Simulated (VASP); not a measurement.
# ZrB2 (P6/mmm) in VASP: notebook

Runs on ZrB2. Level: PBEsol. Tasks: single point.

All numbers are computed with VASP 6.6.1; they aren't measurements. Logs are shortened: lines on timing, memory, paths and dates and some standing lists are left out, and cuts for length are marked.

## Step 1: The cell of the first run

Symmetry: P6/mmm, No. 191, hexagonal system. Conventional cell: a = 3.218 Å, b = 3.218 Å, c = 3.448 Å, α = 90.00°, β = 90.00°, γ = 120.00°. Within 3.3 Å of Zr (site symmetry 6/mmm) lie 12 B at 2.53 Å and 6 Zr at 3.22 Å. Within 2.6 Å of B (site symmetry -6m2) lie 3 B at 1.86 Å and 6 Zr at 2.53 Å.

## Step 2: Single point, PBEsol

Contents of INCAR:

```
SYSTEM = ZrB2
PREC     = Accurate       ! precision mode
ENCUT    = 520            ! plane-wave cutoff, eV
EDIFF    = 1E-6           ! SCF threshold, eV
ISMEAR   = 0              ! smearing method
SIGMA    = 0.15           ! smearing width, eV
LREAL    = .FALSE.        ! projectors in reciprocal space
LASPH    = .TRUE.         ! aspherical terms in the spheres
NELM     = 80             ! most SCF steps
ALGO     = Normal         ! electronic algorithm
ISIF     = 2              ! what is computed and relaxed
LWAVE    = .FALSE.        ! write WAVECAR
LCHARG   = .TRUE.         ! write CHGCAR
GGA      = PS             ! functional
LELF     = .TRUE.         ! ELF
LVHAR    = .TRUE.       
NBANDS   = 16             ! bands
```

Contents of KPOINTS:

```
regular mesh
0
G
  15 15 12
  0 0 0
```

Contents of POSCAR:

```
ZrB2
1.0
    3.2179000000      0.0000000000      0.0000000000
   -1.6089500000      2.7867831468      0.0000000000
    0.0000000000      0.0000000000      3.4483000000
Zr B
1 2
Direct
    0.0000000000      0.0000000000      0.0000000000
    0.3333333333      0.6666666667      0.5000000000
    0.6666666667      0.3333333333      0.5000000000
```

Potentials or basis: VASP PAW PBE potentials, release 64 (Zr_sv, B).

Command:

```console
cat potpaw_PBE.64/Zr_sv/POTCAR potpaw_PBE.64/B/POTCAR > POTCAR
mpirun -np 1 vasp_std > vasp.out
```

OUTCAR:

```text
SYSTEM = ZrB2
   PREC = Accurate
   ENCUT = 520
   EDIFF = 1E-6
   ISMEAR = 0
   LREAL = .FALSE.
   LASPH = .TRUE.
   NELM = 80
   ISIF = 2
   GGA = PS

 ion  position               nearest neighbor table
   1  0.000  0.000  0.000-   2 2.53   3 2.53   2 2.53   3 2.53   2 2.53   2 2.53   3 2.53   3 2.53
                             3 2.53   3 2.53   2 2.53   2 2.53
   2  0.333  0.667  0.500-   3 1.86   3 1.86   3 1.86   1 2.53   1 2.53   1 2.53   1 2.53   1 2.53
                             1 2.53
   3  0.667  0.333  0.500-   2 1.86   2 1.86   2 1.86   1 2.53   1 2.53   1 2.53   1 2.53   1 2.53
                             1 2.53

  LATTYP: Found a hexagonal cell.
 ALAT       =     3.2179000000
 C/A-ratio  =     1.0715994904

  Lattice vectors:

 A1 = (   3.2179000000,   0.0000000000,   0.0000000000)
 A2 = (  -1.6089500000,   2.7867831468,   0.0000000000)
 A3 = (   0.0000000000,   0.0000000000,   3.4483000000)

Analysis of symmetry for initial positions (statically):
=====================================================================
 Subroutine PRICEL returns:
 Original cell was already a primitive cell.

 Routine SETGRP: Setting up the symmetry group for a
 hexagonal supercell.

 Subroutine GETGRP returns: Found 24 space group operations
 (whereof 24 operations were pure point group operations)
 out of a pool of 24 trial point group operations.

The static configuration has the point symmetry D_6h.

Analysis of symmetry for dynamics (positions and initial velocities):
=====================================================================
 Subroutine PRICEL returns:
 Original cell was already a primitive cell.

 Routine SETGRP: Setting up the symmetry group for a
 hexagonal supercell.

 Subroutine GETGRP returns: Found 24 space group operations
 (whereof 24 operations were pure point group operations)
 out of a pool of 24 trial point group operations.

The dynamic configuration has the point symmetry D_6h.

 Subroutine INISYM returns: Found 24 space group operations
 (whereof 24 operations are pure point group operations),
 and found     1 'primitive' translations

----------------------------------------------------------------------------------------

                                     Primitive cell

  volume of cell :      30.9229

  direct lattice vectors                    reciprocal lattice vectors
     3.217900000  0.000000000  0.000000000     0.310761677  0.179418338  0.000000000
    -1.608950000  2.786783147  0.000000000     0.000000000  0.358836676  0.000000000
     0.000000000  0.000000000  3.448300000     0.000000000  0.000000000  0.289997970

  length of vectors
     3.217900000  3.217900000  3.448300000     0.358836676  0.358836676  0.289997970

  position of ions in fractional coordinates (direct lattice)
     0.000000000  0.000000000  0.000000000
     0.333333333  0.666666667  0.500000000
     0.666666667  0.333333333  0.500000000

  ion indices of the primitive-cell ions
   primitive index   ion index
                 1           1
                 2           2
                 3           3

----------------------------------------------------------------------------------------

 KPOINTS: regular mesh

Automatic generation of k-mesh.
 Grid dimensions read from file:
 generate k-points for:   15   15   12

 Generating k-lattice:

  Cartesian coordinates                     Fractional coordinates (reciprocal lattice)
     0.020717445  0.011961223  0.000000000     0.066666667  0.000000000  0.000000000
     0.000000000  0.023922445  0.000000000     0.000000000  0.066666667  0.000000000
     0.000000000  0.000000000  0.024166498     0.000000000  0.000000000  0.083333333

  Length of vectors
     0.023922445  0.023922445  0.024166498

  Shift w.r.t. Gamma in fractional coordinates (k-lattice)
     0.000000000  0.000000000  0.000000000

 Subroutine IBZKPT returns following result:
 ===========================================

 Found    189 irreducible k-points:

 Following reciprocal coordinates:
            Coordinates               Weight
  0.000000  0.000000  0.000000      1.000000
  0.066667 -0.000000  0.000000      6.000000
  0.133333 -0.000000  0.000000      6.000000
  0.200000  0.000000  0.000000      6.000000
  0.266667 -0.000000  0.000000      6.000000
  0.333333 -0.000000  0.000000      6.000000
[... 16 lines left out ...]
  0.333333  0.200000  0.000000     12.000000
  0.400000  0.200000  0.000000      6.000000
 [... further k-points ...]
   k-points           NKPTS =    189   k-points in BZ     NKDIM =    189   number of bands    NBANDS=     16
   number of dos      NEDOS =    301   number of ions     NIONS =      3
   total plane-waves  NPLWV =  16128
   dimension x,y,z NGX =    24 NGY =   24 NGZ =   28
   dimension x,y,z NGXF=    48 NGYF=   48 NGZF=   56
   ions per type =               1   2
   NGX,Y,Z   is equivalent  to a cutoff of  12.40, 12.40, 13.50 a.u.
   NGXF,Y,Z  is equivalent  to a cutoff of  24.80, 24.80, 27.00 a.u.
 SYSTEM =  ZrB2
   PREC   = accura    normal or accurate (medium, high low for compatibility)
   ISTART =      0    job   : 0-new  1-cont  2-samecut
   ICHARG =      2    charge: 1-file 2-atom 10-const
   ISPIN  =      1    spin polarized calculation?
   LNONCOLLINEAR =      F non collinear calculations
   LSORBIT =      F    spin-orbit coupling
   LASPH  =      T    aspherical Exc in radial PAW
   ENCUT  =  520.0 eV  38.22 Ry    6.18 a.u.   5.98  5.98  6.41*2*pi/ulx,y,z
   NELM   =     80;   NELMIN=  2; NELMDL= -5     # of ELM steps
   EDIFF  = 0.1E-05   stopping-criterion for ELM
   LREAL  =      F    real-space projection
   EDIFFG = 0.1E-04   stopping-criterion for IOM
   NSW    =      0    number of steps for IOM
   IBRION =     -1    ionic relax: 0-MD 1-quasi-New 2-CG
   NFREE  =      0    steps in history (QN), initial steepest desc. (CG)
   ISIF   =      2    stress and relaxation
   ISYM   =      2    0-nonsym 1-usesym 2-fastsym
   POTIM  = 0.5000    time-step for ionic-motion
   TEBEG  =    0.0;   TEEND  =   0.0 temperature during run
   PSTRESS=    0.0 pullay stress
   NELECT =      18.0000    total number of electrons
   NUPDOWN=      -1.0000    fix difference up-down
   EMIN   =  10.00;   EMAX   =-10.00  energy-range for DOS
   EFERMI =   0.00;   METHOD = LEGACY
   ISMEAR =     0;   SIGMA  =   0.15  broadening in eV -4-tet -1-fermi 0-gaus
   EFERMI_NEDOS =   21; number of points for ismear=-14 and -15
   IALGO  =     38    algorithm
   IMIX   =      4    mixing-type and parameters
     AMIX     =   0.40;   BMIX     =  1.00
     AMIX_MAG =   1.60;   BMIX_MAG =  1.00
  volume/ion in A,a.u.               =      10.31        69.56
  Fermi-wavevector in a.u.,A,eV,Ry     =   1.366906  2.583078 25.421572  1.868433
  Thomas-Fermi vector in A             =   2.493006
   LORBIT       =      0    0 simple, 1 ext, 2 COOP (PROOUT), +10 PAW based schemes
   GGA     = PS    functional components
   LHFCALC =     F    Hartree Fock is set to
   AEXX    =    0.0000 exact exchange contribution
   IVDW    =     0    specifies the selected vdW correction
   LEPSILON=     F    determine dielectric tensor
   LRPA    =     F    only Hartree local field effects (RPA)
 non-spin polarized calculation
 Gauss-broadening in eV      SIGMA  =   0.15
  energy-cutoff  :      520.00
  volume of cell :       30.92
 maximum number of plane-waves:       852
 NGX is ok and might be reduce to    24
   NGX = 11   NGY = 11   NGZ = 13

 number of electron      18.0000000 magnetization

 Free energy of the ion-electron system (eV)
  ---------------------------------------------------
  ext. energy  EPLUGINS =         0.00000000
  ---------------------------------------------------
  free energy    TOTEN  =       -26.36301023 eV

  energy without entropy =      -26.35985361  energy(sigma->0) =      -26.36143192

 E-fermi :  10.3801     XC(G=0): -12.5166

 val. band max:       10.3212134955   @ k =   0.0000   0.0000   0.5000
 cond. band min:      10.3997821253   @ k =   0.0667  -0.0000   0.2500
 fundamental gap:      0.0785686298
 Fermi energy:        10.3800789180

 k-point     1 :       0.0000    0.0000    0.0000
  band No.  band energies     occupation
      1     -38.0940      2.00000
      2     -16.2865      2.00000
      3     -15.8185      2.00000
      4     -15.8185      2.00000
      5      -2.2508      2.00000
      6       7.4931      2.00000
[... 8 lines left out ...]
     15      15.2218      0.00000
     16      15.2218      0.00000

 k-point     2 :       0.0667   -0.0000    0.0000
  band No.  band energies     occupation
      1     -38.0897      2.00000
      2     -16.2799      2.00000
      3     -15.8582      2.00000
      4     -15.8271      2.00000
      5      -2.1622      2.00000
      6       7.2366      2.00000
[... 8 lines left out ...]
     15      15.8473      0.00000
     16      16.0300      0.00000

 k-point     3 :       0.1333   -0.0000    0.0000
  band No.  band energies     occupation
      1     -38.0775      2.00000
      2     -16.2614      2.00000
      3     -15.9689      2.00000
      4     -15.8514      2.00000
      5      -1.9033      2.00000
      6       6.5864      2.00000
[... 8 lines left out ...]
     15      16.3874      0.00000
     16      17.1939      0.00000

 k-point     4 :       0.2000    0.0000    0.0000
  band No.  band energies     occupation
      1     -38.0596      2.00000
      2     -16.2339      2.00000
      3     -16.1281      2.00000
      4     -15.8870      2.00000
      5      -1.4920      2.00000
      6       5.7437      2.00000
[... 8 lines left out ...]
     15      17.0548      0.00000
     16      17.4216      0.00000

 k-point     5 :       0.2667   -0.0000    0.0000
  band No.  band energies     occupation
      1     -38.0389      2.00000
      2     -16.3055      2.00000
      3     -16.2022      2.00000
      4     -15.9274      2.00000
      5      -0.9520      2.00000
      6       4.8339      2.00000
[... 8 lines left out ...]
     15      17.6458      0.00000
     16      18.9543      0.00000

 k-point     6 :       0.3333   -0.0000    0.0000
  band No.  band energies     occupation
      1     -38.0190      2.00000
      2     -16.4703      2.00000
      3     -16.1717      2.00000
      4     -15.9657      2.00000
      5      -0.3077      2.00000
      6       3.9135      2.00000
[... 8 lines left out ...]
     15      18.6147      0.00000
     16      20.2100      0.00000
[... 267 lines left out ...]
 k-point    21 :       0.2000    0.2000    0.0000
  band No.  band energies     occupation
      1     -38.0142      2.00000
      2     -16.4324      2.00000
      3     -16.1644      2.00000
      4     -16.0590      2.00000
      5      -0.1452      2.00000
      6       4.2421      2.00000
[... 8 lines left out ...]
     15      17.8076      0.00000
     16      19.2285      0.00000

 k-point    22 :       0.2667    0.2000    0.0000
  band No.  band energies     occupation
      1     -37.9994      2.00000
      2     -16.5088      2.00000
      3     -16.1418      2.00000
      4     -16.1333      2.00000
      5       0.5326      2.00000
      6       3.6302      2.00000
[... 8 lines left out ...]
     15      18.1714      0.00000
     16      19.9254      0.00000

 k-point    23 :       0.3333    0.2000    0.0000
  band No.  band energies     occupation
      1     -37.9894      2.00000
      2     -16.5563      2.00000
      3     -16.1873      2.00000
      4     -16.1264      2.00000
      5       1.2870      2.00000
      6       2.8971      2.00000
[... 8 lines left out ...]
     15      19.2491      0.00000
     16      20.0375      0.00000

 k-point    24 :       0.4000    0.2000    0.0000
  band No.  band energies     occupation
      1     -37.9859      2.00000
      2     -16.5723      2.00000
      3     -16.2071      2.00000
      4     -16.1209      2.00000
      5       2.0314      2.00000
      6       2.1518      2.00000
[... 8 lines left out ...]
     15      19.7445      0.00000
     16      19.8219      0.00000

 [... further k-points ...]

------------------------ aborting loop because EDIFF is reached ----------------------------------------

  FORCE on cell =-STRESS in cart. coord.  units (eV):
  Direction    XX          YY          ZZ          XY          YZ          ZX
  --------------------------------------------------------------------------------------
  -------------------------------------------------------------------------------------
  Total       -1.8647755     -1.8647755      0.5253160      0.0000000      0.0000000      0.0000000
  in kB      -96.6176273    -96.6176273     27.2176383      0.0000000      0.0000000      0.0000000
  external PRESSURE =     -55.3392055 kB  Pullay stress =       0.0000000 kB

 VOLUME and BASIS-vectors are now :
 -----------------------------------------------------------------------------
  energy-cutoff  :      520.00
  volume of cell :       30.92
      direct lattice vectors                 reciprocal lattice vectors
     3.217900000  0.000000000  0.000000000     0.310761677  0.179418338  0.000000000
    -1.608950000  2.786783147  0.000000000     0.000000000  0.358836676  0.000000000
     0.000000000  0.000000000  3.448300000     0.000000000  0.000000000  0.289997970

 POSITION                                       TOTAL-FORCE (eV/Angst)
 -----------------------------------------------------------------------------------
      0.00000      0.00000      0.00000        -0.000000      0.000000     -0.000000
     -0.00000      1.85786      1.72415        -0.000000      0.000000      0.000000
      1.60895      0.92893      1.72415         0.000000     -0.000000     -0.000000
 -----------------------------------------------------------------------------------
    total drift:                               -0.000000      0.000000      0.000000

  FREE ENERGIE OF THE ION-ELECTRON SYSTEM (eV)
  ---------------------------------------------------
  free  energy   TOTEN  =       -26.3630102269 eV

  energy  without entropy=      -26.3598536110  energy(sigma->0) =      -26.36143192
```

Run time: 30 s. Hardware: 1 thread of Intel Xeon 6975P-C (Granite Rapids), shared host; peak memory 0.21 GiB.

Results:

| Item | Value |
| --- | --- |
| Free energy | -26.3630 eV |
| Pressure | -5.5 GPa |
| Band gap on the k mesh | zero (bands 9 and 10 overlap by 0.65 eV) |

Caveat: the cell stands under tension; the PAW data sets were made with another functional, which shifts forces and pressure a little.

(Continued in part 2 of 2.)
